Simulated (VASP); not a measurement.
# Te2Mo (P6_3/mmc) in VASP: single point with PBE

Aim: the single point of Te2Mo with PBE.

Program: VASP 6.6.1. These are calculated values, not measurements. Logs are shortened: lines on timing, memory, paths and dates and some standing lists are left out, and cuts for length are marked.

**Measured values to compare with.**

From “Broadband infrared study of pressure-tunable Fano resonance and metallization transition in 2H-MoTe2”, 2022, pmc:9569381, for a bulk crystal of Te2Mo at 300 K: band gap 0.88 ± 0.05 eV (indirect).

The results are compared with them further down.

### Step 1. The cell of the first run

The structure is hexagonal, space group P6_3/mmc (No. 194). Conventional cell: a = 3.557 Å, b = 3.557 Å, c = 15.340 Å, α = 90.00°, β = 90.00°, γ = 120.00°. Te (site symmetry 3m) has 3 Mo at 2.74 Å and 6 Te at 3.56 Å within 3.6 Å. Mo (site symmetry -6m2) has 6 Te at 2.74 Å and 6 Mo at 3.56 Å within 3.6 Å.

### Step 2. Single point, PBE

Contents of INCAR:

```
SYSTEM = Te2Mo
  ALGO = Normal
  EDIFF = 1E-6
  ENCUT = 520
  GGA = PE
  ISIF = 2
  ISMEAR = 0
  LASPH = .TRUE.
  LCHARG = .TRUE.
  LELF = .TRUE.
  LREAL = .FALSE.
  LVHAR = .TRUE.
  LWAVE = .FALSE.
  NBANDS = 35
  NELM = 100
  PREC = Accurate
  SIGMA = 0.05
```

Contents of KPOINTS:

```
k-points
0
G
  10 10 2
  0 0 0
```

Contents of POSCAR:

```
Te2Mo
1.0
    3.5565664135      0.0000000000      0.0000000000
   -1.7782832068      3.0800768643      0.0000000000
    0.0000000000      0.0000000000     15.3398765745
Te Mo
4 2
Direct
    0.3333333333      0.6666666667      0.6321297193
    0.6666666667      0.3333333333      0.1321297193
    0.3333333333      0.6666666667      0.8678702807
    0.6666666667      0.3333333333      0.3678702807
    0.3333333333      0.6666666667      0.2500000000
    0.6666666667      0.3333333333      0.7500000000
```

Potentials or basis: VASP PAW PBE potentials, release 64 (Te, Mo_sv).

Command:

```bash
$ cat potpaw_PBE.64/Te/POTCAR potpaw_PBE.64/Mo_sv/POTCAR > POTCAR
$ mpirun -np 1 vasp_std > vasp.out
```

OUTCAR:

```text
SYSTEM = Te2Mo
   EDIFF = 1E-6
   ENCUT = 520
   GGA = PE
   ISIF = 2
   ISMEAR = 0
   LASPH = .TRUE.
   LREAL = .FALSE.
   NELM = 100
   PREC = Accurate

 ion  position               nearest neighbor table
   1  0.333  0.667  0.632-   6 2.74   6 2.74   6 2.74   3 3.62
   2  0.667  0.333  0.132-   5 2.74   5 2.74   5 2.74   4 3.62
   3  0.333  0.667  0.868-   6 2.74   6 2.74   6 2.74   1 3.62
   4  0.667  0.333  0.368-   5 2.74   5 2.74   5 2.74   2 3.62
   5  0.333  0.667  0.250-   2 2.74   4 2.74   2 2.74   4 2.74   2 2.74   4 2.74
   6  0.667  0.333  0.750-   1 2.74   3 2.74   1 2.74   3 2.74   1 2.74   3 2.74

  LATTYP: Found a hexagonal cell.
 ALAT       =     3.5565664135
 C/A-ratio  =     4.3131140519

  Lattice vectors:

 A1 = (   3.5565664135,   0.0000000000,   0.0000000000)
 A2 = (  -1.7782832068,   3.0800768643,   0.0000000000)
 A3 = (   0.0000000000,   0.0000000000,  15.3398765745)

Analysis of symmetry for initial positions (statically):
=====================================================================
 Subroutine PRICEL returns:
 Original cell was already a primitive cell.

 Routine SETGRP: Setting up the symmetry group for a
 hexagonal supercell.

 Subroutine GETGRP returns: Found 24 space group operations
 (whereof 12 operations were pure point group operations)
 out of a pool of 24 trial point group operations.

The static configuration has the point symmetry D_3d.
 The point group associated with its full space group is D_6h.

Analysis of symmetry for dynamics (positions and initial velocities):
=====================================================================
 Subroutine PRICEL returns:
 Original cell was already a primitive cell.

 Routine SETGRP: Setting up the symmetry group for a
 hexagonal supercell.

 Subroutine GETGRP returns: Found 24 space group operations
 (whereof 12 operations were pure point group operations)
 out of a pool of 24 trial point group operations.

The dynamic configuration has the point symmetry D_3d.
 The point group associated with its full space group is D_6h.

 Subroutine INISYM returns: Found 24 space group operations
 (whereof 12 operations are pure point group operations),
 and found     1 'primitive' translations

----------------------------------------------------------------------------------------

                                     Primitive cell

  volume of cell :     168.0406

  direct lattice vectors                    reciprocal lattice vectors
     3.556566414  0.000000000  0.000000000     0.281170062  0.162333611  0.000000000
    -1.778283207  3.080076864  0.000000000     0.000000000  0.324667222  0.000000000
     0.000000000  0.000000000 15.339876574     0.000000000  0.000000000  0.065189573

  length of vectors
     3.556566414  3.556566413 15.339876574     0.324667222  0.324667222  0.065189573

  position of ions in fractional coordinates (direct lattice)
     0.333333333  0.666666667  0.632129719
     0.666666667  0.333333333  0.132129719
     0.333333333  0.666666667  0.867870281
     0.666666667  0.333333333  0.367870281
     0.333333333  0.666666667  0.250000000
     0.666666667  0.333333333  0.750000000

  ion indices of the primitive-cell ions
   primitive index   ion index
                 1           1
                 2           2
                 3           3
                 4           4
                 5           5
                 6           6

----------------------------------------------------------------------------------------

 KPOINTS: k-points

Automatic generation of k-mesh.
 Grid dimensions read from file:
 generate k-points for:   10   10    2

 Generating k-lattice:

  Cartesian coordinates                     Fractional coordinates (reciprocal lattice)
     0.028117006  0.016233361  0.000000000     0.100000000  0.000000000  0.000000000
     0.000000000  0.032466722  0.000000000     0.000000000  0.100000000  0.000000000
     0.000000000  0.000000000  0.032594786     0.000000000  0.000000000  0.500000000

  Length of vectors
     0.032466722  0.032466722  0.032594786

  Shift w.r.t. Gamma in fractional coordinates (k-lattice)
     0.000000000  0.000000000  0.000000000

 Subroutine IBZKPT returns following result:
 ===========================================

 Found     28 irreducible k-points:

 Following reciprocal coordinates:
            Coordinates               Weight
  0.000000  0.000000  0.000000      1.000000
  0.100000 -0.000000  0.000000      6.000000
  0.200000 -0.000000  0.000000      6.000000
  0.300000  0.000000  0.000000      6.000000
  0.400000  0.000000  0.000000      6.000000
  0.500000  0.000000  0.000000      3.000000
[... 16 lines left out ...]
  0.300000  0.100000  0.500000     12.000000
  0.400000  0.100000  0.500000     12.000000
 [... further k-points ...]
   k-points           NKPTS =     28   k-points in BZ     NKDIM =     28   number of bands    NBANDS=     35
   number of dos      NEDOS =    301   number of ions     NIONS =      6
   total plane-waves  NPLWV =  94080
   dimension x,y,z NGX =    28 NGY =   28 NGZ =  120
   dimension x,y,z NGXF=    56 NGYF=   56 NGZF=  240
   ions per type =               4   2
   NGX,Y,Z   is equivalent  to a cutoff of  13.09, 13.09, 13.01 a.u.
   NGXF,Y,Z  is equivalent  to a cutoff of  26.18, 26.18, 26.01 a.u.
 SYSTEM =  Te2Mo
   PREC   = accura    normal or accurate (medium, high low for compatibility)
   ISTART =      0    job   : 0-new  1-cont  2-samecut
   ICHARG =      2    charge: 1-file 2-atom 10-const
   ISPIN  =      1    spin polarized calculation?
   LNONCOLLINEAR =      F non collinear calculations
   LSORBIT =      F    spin-orbit coupling
   LASPH  =      T    aspherical Exc in radial PAW
   ENCUT  =  520.0 eV  38.22 Ry    6.18 a.u.   6.61  6.61 28.52*2*pi/ulx,y,z
   NELM   =    100;   NELMIN=  2; NELMDL= -5     # of ELM steps
   EDIFF  = 0.1E-05   stopping-criterion for ELM
   LREAL  =      F    real-space projection
   EDIFFG = 0.1E-04   stopping-criterion for IOM
   NSW    =      0    number of steps for IOM
   IBRION =     -1    ionic relax: 0-MD 1-quasi-New 2-CG
   NFREE  =      0    steps in history (QN), initial steepest desc. (CG)
   ISIF   =      2    stress and relaxation
   ISYM   =      2    0-nonsym 1-usesym 2-fastsym
   POTIM  = 0.5000    time-step for ionic-motion
   TEBEG  =    0.0;   TEEND  =   0.0 temperature during run
   PSTRESS=    0.0 pullay stress
   NELECT =      52.0000    total number of electrons
   NUPDOWN=      -1.0000    fix difference up-down
   EMIN   =  10.00;   EMAX   =-10.00  energy-range for DOS
   EFERMI =   0.00;   METHOD = LEGACY
   ISMEAR =     0;   SIGMA  =   0.05  broadening in eV -4-tet -1-fermi 0-gaus
   EFERMI_NEDOS =   21; number of points for ismear=-14 and -15
   IALGO  =     38    algorithm
   IMIX   =      4    mixing-type and parameters
     AMIX     =   0.40;   BMIX     =  1.00
     AMIX_MAG =   1.60;   BMIX_MAG =  1.00
  volume/ion in A,a.u.               =      28.01       189.00
  Fermi-wavevector in a.u.,A,eV,Ry     =   1.107315  2.092522 16.682735  1.226146
  Thomas-Fermi vector in A             =   2.243828
   LORBIT       =      0    0 simple, 1 ext, 2 COOP (PROOUT), +10 PAW based schemes
   GGA     = PE    functional components
   LHFCALC =     F    Hartree Fock is set to
   AEXX    =    0.0000 exact exchange contribution
   IVDW    =     0    specifies the selected vdW correction
   LEPSILON=     F    determine dielectric tensor
   LRPA    =     F    only Hartree local field effects (RPA)
 non-spin polarized calculation
 Gauss-broadening in eV      SIGMA  =   0.05
  energy-cutoff  :      520.00
  volume of cell :      168.04
 maximum number of plane-waves:      4581
 NGX is ok and might be reduce to    28
   NGX = 13   NGY = 13   NGZ = 57

 number of electron      52.0000000 magnetization

 Free energy of the ion-electron system (eV)
  ---------------------------------------------------
  ext. energy  EPLUGINS =         0.00000000
  ---------------------------------------------------
  free energy    TOTEN  =       -36.07550033 eV

  energy without entropy =      -36.07550033  energy(sigma->0) =      -36.07550033

 E-fermi :   6.9662     XC(G=0):  -9.7250

 val. band max:        6.5466091127   @ k =   0.3000   0.3000   0.0000
 cond. band min:       7.6011454438   @ k =   0.2000   0.2000   0.0000
 fundamental gap:      1.0545363311
 Fermi energy:         6.9662036464

 k-point     1 :       0.0000    0.0000    0.0000
  band No.  band energies     occupation
      1     -54.1049      2.00000
      2     -54.1049      2.00000
      3     -28.2496      2.00000
      4     -28.2496      2.00000
      5     -28.1475      2.00000
      6     -28.1475      2.00000
[... 27 lines left out ...]
     34       9.9332      0.00000
     35      11.7384      0.00000

 k-point     2 :       0.1000   -0.0000    0.0000
  band No.  band energies     occupation
      1     -54.1041      2.00000
      2     -54.1041      2.00000
      3     -28.2472      2.00000
      4     -28.2472      2.00000
      5     -28.1585      2.00000
      6     -28.1585      2.00000
[... 27 lines left out ...]
     34       9.7714      0.00000
     35      12.1542      0.00000

 k-point     3 :       0.2000   -0.0000    0.0000
  band No.  band energies     occupation
      1     -54.1020      2.00000
      2     -54.1020      2.00000
      3     -28.2410      2.00000
      4     -28.2410      2.00000
      5     -28.1872      2.00000
      6     -28.1872      2.00000
[... 27 lines left out ...]
     34      10.0178      0.00000
     35      12.4013      0.00000
[... 723 lines left out ...]
 k-point    23 :       0.3000    0.1000    0.5000
  band No.  band energies     occupation
      1     -54.0980      2.00000
      2     -54.0980      2.00000
      3     -28.2373      2.00000
      4     -28.2373      2.00000
      5     -28.2289      2.00000
      6     -28.2289      2.00000
[... 27 lines left out ...]
     34      10.0491      0.00000
     35      12.0995      0.00000

 k-point    24 :       0.4000    0.1000    0.5000
  band No.  band energies     occupation
      1     -54.0966      2.00000
      2     -54.0966      2.00000
      3     -28.2556      2.00000
      4     -28.2556      2.00000
      5     -28.2245      2.00000
      6     -28.2245      2.00000
[... 27 lines left out ...]
     34       9.9589      0.00000
     35      11.0010      0.00000

 [... further k-points ...]
[... 5 lines left out ...]
  --------------------------------------------------------------------------------------
  -------------------------------------------------------------------------------------
  Total       -0.0129616     -0.0129616      0.0710041      0.0000000      0.0000000      0.0000000
  in kB       -0.1235817     -0.1235817      0.6769861      0.0000000      0.0000000      0.0000000
  external PRESSURE =       0.1432742 kB  Pullay stress =       0.0000000 kB

 VOLUME and BASIS-vectors are now :
 -----------------------------------------------------------------------------
  energy-cutoff  :      520.00
  volume of cell :      168.04
      direct lattice vectors                 reciprocal lattice vectors
     3.556566414  0.000000000  0.000000000     0.281170062  0.162333611  0.000000000
    -1.778283207  3.080076864  0.000000000     0.000000000  0.324667222  0.000000000
     0.000000000  0.000000000 15.339876574     0.000000000  0.000000000  0.065189573

 POSITION                                       TOTAL-FORCE (eV/Angst)
 -----------------------------------------------------------------------------------
     -0.00000      2.05338      9.69679         0.000000     -0.000000     -0.012513
      1.77828      1.02669      2.02685         0.000000      0.000000     -0.012513
     -0.00000      2.05338     13.31302         0.000000     -0.000000      0.012513
      1.77828      1.02669      5.64308         0.000000      0.000000      0.012513
     -0.00000      2.05338      3.83497         0.000000     -0.000000     -0.000000
      1.77828      1.02669     11.50491        -0.000000      0.000000     -0.000000
 -----------------------------------------------------------------------------------
    total drift:                                0.000000     -0.000000      0.000000

  FREE ENERGIE OF THE ION-ELECTRON SYSTEM (eV)
  ---------------------------------------------------
  free  energy   TOTEN  =       -36.0755003310 eV

  energy  without entropy=      -36.0755003310  energy(sigma->0) =      -36.07550033
```

It took 2.6 min on 1 thread of Intel Xeon Platinum 8375C at 2.90GHz (Ice Lake), shared host; peak memory 0.38 GiB.

Results:

| Quantity | Value |
| --- | --- |
| Free energy | -36.0755 eV |
| Pressure | 0.0 GPa |
| Largest force | 0.013 eV/Å |
| Band gap on the k mesh | 1.05 eV, indirect (least direct gap 1.18 eV) |

Forces on the atoms (eV/Å):
```
Te   0.000  0.000 -0.013
Te   0.000  0.000 -0.013
Te   0.000  0.000  0.013
Te   0.000  0.000  0.013
Mo   0.000  0.000  0.000
Mo   0.000  0.000  0.000
```

Caveat: spin-orbit coupling is left out, which moves the levels of the heavy elements; this functional lacks dispersion, which binds the layers, so the pressure and a relaxed spacing across them are unreliable.

### Step 3. How close it comes

Step 2. Against the measured gap of Te2Mo, 0.88 eV (indirect; 300 K; quoted in “Broadband infrared study of pressure-tunable Fano resonance and metallization transition in 2H-MoTe2”, 2022, pmc:9569381), the calculated 1.05 eV is off by +0.17 eV. Spin-orbit coupling on Mo, Te is left out. The value is that of PBE on a finite k mesh, which can miss the band edges, without temperature or zero-point motion.
